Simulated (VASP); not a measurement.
Here is a VASP 6.6.1 calculation.

INCAR

```
  PREC = Accurate
  ENCUT = 520
  EDIFF = 1E-6
  ISMEAR = 0
  SIGMA = 0.05
  LREAL = False
  LASPH = True
  NELM = 60
  ALGO = Normal
  ISIF = 2
  LWAVE = False
  LCHARG = False
  GGA = PE
  NBANDS = 16
```

Contents of KPOINTS:

```
Automatic mesh
0
Gamma
  12 12 6
```

Contents of POSCAR:

```
AlN
1.0
    3.1302395627      0.0000000000      0.0000000000
   -1.5651197814      2.7108669813      0.0000000000
    0.0000000000      0.0000000000      5.0179796546
Al N
2 2
Direct
    0.2614538508      0.6666666667      0.0914062433
    0.6666666667      0.3333333333      0.5017287175
    0.3333333333      0.6666666667      0.3832712825
    0.6666666667      0.3333333333      0.8832712825
```

Potentials or basis: VASP PAW PBE potentials, release 64 (Al, N).

Run with:

```sh
$ cat potpaw_PBE.64/Al/POTCAR potpaw_PBE.64/N/POTCAR > POTCAR
$ mpirun -np 1 vasp_std > vasp.out
```

(1) Predict the band gap on the k mesh.

(2) Predict the largest force.

(3) Estimate the pressure.

Results:

(1) 0.95 eV.

(2) 21.067 eV/Å.

(3) 23.5 GPa.

Caveat: the cell differs from its parent crystal (atom 1 (Al) moved by (-0.225, +0.450) A along x and z); the cell stands under pressure; forces of over 1 eV/Å act on the atoms, so gaps and moduli don't describe the material at rest.
